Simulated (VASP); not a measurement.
# CdSiP2 (I-42d) in VASP: single point with PBE+D3(BJ)

Aim: the single point of CdSiP2 with PBE+D3(BJ).

Everything below comes from runs of VASP 6.6.1. Logs are shortened: lines on timing, memory, paths and dates and some standing lists are left out, and cuts for length are marked.

### 1 The cell of the first run

The structure is tetragonal, space group I-42d (No. 122). Conventional cell: a = 5.662 Å, b = 5.662 Å, c = 10.429 Å, α = 90.00°, β = 90.00°, γ = 90.00°. Cd (site symmetry -4) has 4 P at 2.55 Å within 3.4 Å. Within 3.0 Å of Si (site symmetry -4) lie 4 P at 2.25 Å. P (site symmetry 2) has 2 Si at 2.25 Å and 2 Cd at 2.55 Å within 3.0 Å.

### 2 Single point, PBE+D3(BJ)

Input file INCAR:

```
ALGO     = Fast           # electronic algorithm
EDIFF    = 1E-6           # SCF threshold, eV
ENCUT    = 520            # plane-wave cutoff, eV
GGA      = PE             # functional
ISIF     = 2              # what is computed and relaxed
ISMEAR   = 0              # smearing method
IVDW     = 12             # dispersion correction
LASPH    = T              # aspherical terms in the spheres
LCHARG   = T              # write CHGCAR
LELF     = T              # ELF
LREAL    = F              # projectors in reciprocal space
LVHAR    = T            
LWAVE    = F              # write WAVECAR
NBANDS   = 36             # bands
NELM     = 100            # most SCF steps
PREC     = Accurate       # precision mode
SIGMA    = 0.02           # smearing width, eV
```

Input file KPOINTS:

```
k-points
0
Gamma
  8 8 8
```

Input file POSCAR:

```
CdSiP2
1.0
   -2.8312354944      2.8312354944      5.2143681098
    2.8312354944     -2.8312354944      5.2143681098
    2.8312354944      2.8312354944     -5.2143681098
Cd Si P
2 2 4
Direct
    0.7500000000      0.2500000000      0.5000000000
    0.0000000000      0.0000000000      0.0000000000
    0.5000000000      0.5000000000      0.0000000000
    0.2500000000      0.7500000000      0.5000000000
    0.8750000000      0.8302998728      0.4552998728
    0.1697001272      0.6250000000      0.0447001272
    0.3750000000      0.4197001272      0.5447001272
    0.5802998728      0.1250000000      0.9552998728
```

Potentials or basis: VASP PAW PBE potentials, release 64 (Cd, Si, P).

On the command line:

```bash
> cat potpaw_PBE.64/Cd/POTCAR potpaw_PBE.64/Si/POTCAR potpaw_PBE.64/P/POTCAR > POTCAR
> mpirun -np 1 vasp_std > vasp.out
```

OUTCAR:

```text
EDIFF = 1E-6
   ENCUT = 520
   GGA = PE
   ISIF = 2
   ISMEAR = 0
   IVDW = 12
   LASPH = T
   LREAL = F
   NELM = 100
   PREC = Accurate
 IVDW          = 12

 ion  position               nearest neighbor table
   1  0.750  0.250  0.500-   6 2.55   5 2.55   7 2.55   8 2.55
   2  0.000  0.000  0.000-   7 2.55   6 2.55   8 2.55   5 2.55
   3  0.500  0.500  0.000-   5 2.25   6 2.25   7 2.25   8 2.25
   4  0.250  0.750  0.500-   5 2.25   6 2.25   7 2.25   8 2.25
   5  0.875  0.830  0.455-   3 2.25   4 2.25   2 2.55   1 2.55
   6  0.170  0.625  0.045-   3 2.25   4 2.25   2 2.55   1 2.55
   7  0.375  0.420  0.545-   3 2.25   4 2.25   1 2.55   2 2.55
   8  0.580  0.125  0.955-   3 2.25   4 2.25   1 2.55   2 2.55

  LATTYP: Found a body centered tetragonal cell.
 ALAT       =     5.6624709888
 C/A-ratio  =     1.8417288566

  Lattice vectors:

 A1 = (  -2.8312354944,   2.8312354944,   5.2143681098)
 A2 = (   2.8312354944,  -2.8312354944,   5.2143681098)
 A3 = (   2.8312354944,   2.8312354944,  -5.2143681098)

Analysis of symmetry for initial positions (statically):
=====================================================================
 Subroutine PRICEL returns:
 Original cell was already a primitive cell.

 Routine SETGRP: Setting up the symmetry group for a
 body centered tetragonal supercell.

 Subroutine GETGRP returns: Found  8 space group operations
 (whereof  4 operations were pure point group operations)
 out of a pool of 16 trial point group operations.

The static configuration has the point symmetry S_4 .
 The point group associated with its full space group is D_2d.

Analysis of symmetry for dynamics (positions and initial velocities):
=====================================================================
 Subroutine PRICEL returns:
 Original cell was already a primitive cell.

 Routine SETGRP: Setting up the symmetry group for a
 body centered tetragonal supercell.

 Subroutine GETGRP returns: Found  8 space group operations
 (whereof  4 operations were pure point group operations)
 out of a pool of 16 trial point group operations.

The dynamic configuration has the point symmetry S_4 .
 The point group associated with its full space group is D_2d.

 Subroutine INISYM returns: Found  8 space group operations
 (whereof  4 operations are pure point group operations),
 and found     1 'primitive' translations

----------------------------------------------------------------------------------------

                                     Primitive cell

[... 110 lines left out ...]
   POTIM  = 0.5000    time-step for ionic-motion
   TEBEG  =    0.0;   TEEND  =   0.0 temperature during run
   PSTRESS=    0.0 pullay stress
   NELECT =      52.0000    total number of electrons
   NUPDOWN=      -1.0000    fix difference up-down
   EMIN   =  10.00;   EMAX   =-10.00  energy-range for DOS
   EFERMI =   0.00;   METHOD = LEGACY
   ISMEAR =     0;   SIGMA  =   0.02  broadening in eV -4-tet -1-fermi 0-gaus
   EFERMI_NEDOS =   21; number of points for ismear=-14 and -15
   IALGO  =     68    algorithm
   IMIX   =      4    mixing-type and parameters
     AMIX     =   0.40;   BMIX     =  1.00
     AMIX_MAG =   1.60;   BMIX_MAG =  1.00
  volume/ion in A,a.u.               =      20.90       141.03
  Fermi-wavevector in a.u.,A,eV,Ry     =   1.109187  2.096059 16.739187  1.230296
  Thomas-Fermi vector in A             =   2.245723
   LORBIT       =      0    0 simple, 1 ext, 2 COOP (PROOUT), +10 PAW based schemes
   GGA     = PE    functional components
   LHFCALC =     F    Hartree Fock is set to
   AEXX    =    0.0000 exact exchange contribution
   IVDW    =    12    specifies the selected vdW correction
   LEPSILON=     F    determine dielectric tensor
   LRPA    =     F    only Hartree local field effects (RPA)
 non-spin polarized calculation
 RMM-DIIS sequential band-by-band and
 Gauss-broadening in eV      SIGMA  =   0.02
  energy-cutoff  :      520.00
  volume of cell :      167.19
 maximum number of plane-waves:      4547
 NGX is ok and might be reduce to    50
   NGX = 25   NGY = 25   NGZ = 25

 number of electron      51.9999999 magnetization

 Free energy of the ion-electron system (eV)
  ---------------------------------------------------
  ext. energy  EPLUGINS =         0.00000000
  ---------------------------------------------------
  free energy    TOTEN  =       -35.52913018 eV

  energy without entropy =      -35.52913018  energy(sigma->0) =      -35.52913018

 E-fermi :   4.2515     XC(G=0):  -9.6853

 val. band max:        4.1638217777   @ k =   0.0000   0.0000   0.0000
 cond. band min:       5.4870264591   @ k =   0.0000   0.0000   0.0000
 fundamental gap:      1.3232046814
 Fermi energy:         4.2515377559

 k-point     1 :       0.0000    0.0000    0.0000
  band No.  band energies     occupation
      1      -8.6120      2.00000
      2      -6.0829      2.00000
      3      -6.0806      2.00000
      4      -6.0806      2.00000
      5      -4.6126      2.00000
      6      -4.0434      2.00000
[... 925 lines left out ...]
     35       9.2234      0.00000
     36       9.8269      0.00000

 [... further k-points ...]

------------------------ aborting loop because EDIFF is reached ----------------------------------------

 Edisp (eV)   -2.83442

 E8    (eV) :    -1.1532

  FORCE on cell =-STRESS in cart. coord.  units (eV):
  Direction    XX          YY          ZZ          XY          YZ          ZX
  --------------------------------------------------------------------------------------
  -------------------------------------------------------------------------------------
  Total       0.06510     0.06510     0.06104     0.00000     0.00000     0.00000
  in kB       0.62387     0.62387     0.58495     0.00000     0.00000     0.00000
  external pressure =        0.61 kB  Pullay stress =        0.00 kB

 VOLUME and BASIS-vectors are now :
 -----------------------------------------------------------------------------
  energy-cutoff  :      520.00
  volume of cell :      167.19
      direct lattice vectors                 reciprocal lattice vectors
    -2.831235494  2.831235494  5.214368110     0.000000000  0.176601346  0.095888896
     2.831235494 -2.831235494  5.214368110     0.176601346  0.000000000  0.095888896
     2.831235494  2.831235494 -5.214368110     0.176601346  0.176601346  0.000000000

 POSITION                                       TOTAL-FORCE (eV/Angst)
 -----------------------------------------------------------------------------------
     -0.00000      2.83124      2.60718         0.000000      0.000000      0.000000
      0.00000      0.00000      0.00000         0.000000      0.000000     -0.000000
      0.00000      0.00000      5.21437         0.000000      0.000000      0.000000
      2.83124     -0.00000      2.60718         0.000000      0.000000      0.000000
      1.16250      1.41562      6.51796        -0.052653      0.000000     -0.000000
      1.41562     -1.16250      3.91078         0.000000      0.052653      0.000000
      1.66873      1.41562      1.30359         0.052653      0.000000      0.000000
      1.41562      3.99374     -1.30359         0.000000     -0.052653     -0.000000
 -----------------------------------------------------------------------------------
    total drift:                               -0.000003     -0.000003     -0.000002

  FREE ENERGIE OF THE ION-ELECTRON SYSTEM (eV)
  ---------------------------------------------------
  free  energy   TOTEN  =       -38.3635513847 eV

  energy  without entropy=      -38.3635513847  energy(sigma->0) =      -38.36355138
```

OSZICAR:

```text
N       E                     dE             d eps       ncg     rms          rms(c)
DAV:   1     0.280957949148E+03    0.28096E+03   -0.23686E+04  4248   0.129E+03
DAV:   2    -0.195970380669E+02   -0.30055E+03   -0.28878E+03  4724   0.286E+02
DAV:   3    -0.369189031950E+02   -0.17322E+02   -0.17184E+02  5256   0.671E+01
DAV:   4    -0.371540916539E+02   -0.23519E+00   -0.23473E+00  5124   0.773E+00
DAV:   5    -0.371580909186E+02   -0.39993E-02   -0.39985E-02  5044   0.102E+00    0.129E+01
RMM:   6    -0.356795276022E+02    0.14786E+01   -0.29734E+00  4262   0.742E+00    0.989E+00
RMM:   7    -0.355311476347E+02    0.14838E+00   -0.15073E+00  4451   0.395E+00    0.330E+00
RMM:   8    -0.355290475514E+02    0.21001E-02   -0.10164E-01  4962   0.148E+00    0.135E+00
RMM:   9    -0.355287798605E+02    0.26769E-03   -0.21936E-02  5000   0.762E-01    0.473E-01
RMM:  10    -0.355289114075E+02   -0.13155E-03   -0.54933E-03  5075   0.414E-01    0.129E-01
RMM:  11    -0.355291447969E+02   -0.23339E-03   -0.13412E-03  4769   0.174E-01    0.963E-02
RMM:  12    -0.355291151935E+02    0.29603E-04   -0.36339E-04  5058   0.871E-02    0.369E-02
RMM:  13    -0.355291349842E+02   -0.19791E-04   -0.14056E-04  5053   0.515E-02    0.136E-02
RMM:  14    -0.355291297957E+02    0.51885E-05   -0.26675E-05  4774   0.243E-02    0.967E-03
RMM:  15    -0.355291301786E+02   -0.38287E-06   -0.66796E-06  4454   0.119E-02
   1 F= -.38363551E+02 E0= -.38363551E+02  d E =-.975955E-13
```

stdout:

```text
POSCAR found type information on POSCAR CdSiP
 POSCAR found :  3 types and       8 ions
 scaLAPACK will be used
 LDA part: xc-table for (Slater+PW92), standard interpolation
 POSCAR, INCAR and KPOINTS ok, starting setup
 FFT: planning ... GRIDC
 FFT: planning ... GRID_SOFT
 FFT: planning ... GRID
 WAVECAR not read
 entering main loop
```

Run time: 6.4 min. Hardware: 1 thread of Intel Xeon Platinum 8488C (Sapphire Rapids), shared host; peak memory 0.55 GiB.

Results:

- Free energy: -38.3636 eV
- Pressure: 0.1 GPa
- Largest force: 0.053 eV/Å
- Band gap on the k mesh: 1.32 eV
- Dispersion energy per atom: -0.354 eV

Forces on the atoms (eV/Å):
```
Cd   0.000  0.000  0.000
Cd   0.000  0.000  0.000
Si   0.000  0.000  0.000
Si   0.000  0.000  0.000
P   -0.053  0.000  0.000
P    0.000  0.053  0.000
P    0.053  0.000  0.000
P    0.000 -0.053  0.000
```

Levels at points of the mesh, in eV from the valence-band top:
| k point | band 22 | band 23 | band 24 | band 25 | band 26 | band 27 | band 28 | band 29 | band 30 | band 31 |
| --- | --- | --- | --- | --- | --- | --- | --- | --- | --- | --- |
| (0.00, 0.00, 0.00) | -2.01 | -2.01 | -0.27 | -0.27 | 0.00 | 1.32 | 1.96 | 2.06 | 3.34 | 3.34 |
| (0.50, 0.00, 0.00) | -2.67 | -1.80 | -1.61 | -0.92 | -0.55 | 2.48 | 2.84 | 2.95 | 4.05 | 4.33 |
| (0.50, 0.50, 0.00) | -1.83 | -0.92 | -0.92 | -0.46 | -0.46 | 1.92 | 1.92 | 2.99 | 2.99 | 3.75 |
| (0.50, 0.50, 0.50) | -1.93 | -1.85 | -1.85 | -0.79 | -0.79 | 1.94 | 1.94 | 1.99 | 1.99 | 3.06 |
